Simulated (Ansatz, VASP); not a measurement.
# Si7Ge in VASP and in Ansatz

```
CELL_PARAMETERS angstrom
5.46797 0.00000 0.00000
0.00000 5.19457 0.00000
0.00000 0.00000 5.46797
ATOMIC_POSITIONS crystal
Si 0.25243 0.25243 0.25243
Si 0.00000 0.50000 0.50000
Si 0.50000 0.50000 0.00000
Si 0.50000 0.00000 0.50000
Si 0.74757 0.25243 0.74757
Si 0.74757 0.74757 0.25243
Si 0.25243 0.74757 0.74757
Ge 0.00000 0.00000 0.00000
```

Change from the starting cell: strain -0.0500 x Voigt [0, 1, 0, 0, 0, 0], atoms carried along.

Alike in both runs: task single point; functional r2SCAN; k mesh 6 × 6 × 6; occupations gaussian, width 0.05 eV; no spin polarisation.

|  | VASP | Ansatz |
| --- | --- | --- |
| version | VASP 6.6.1 | Ansatz 0.2.0 |
| potentials or method | VASP PAW PBE potentials, release 64 (Si, Ge_d), cutoff 520 eV | scalar-relativistic, plane waves, PAW |
| valence electrons in the cell | 42 | 42 |

```csv
,VASP,Ansatz,Ansatz less VASP
gap on the k mesh at the Fermi level (eV),0.12,0.10,-0.011
least direct gap on the mesh (eV),0.17,0.16,-0.011
pressure (GPa),5.1,5.3,+0.20
"traceless stress, the component that is largest in VASP (GPa)",3.26,3.24,-0.021
rms of the force components (eV/Å),0.012,0.009,-0.0030
```

VASP's potentials were made for PBE, not for r2SCAN. Atom by atom the forces differ by 0.008 eV/Å (rms over components).
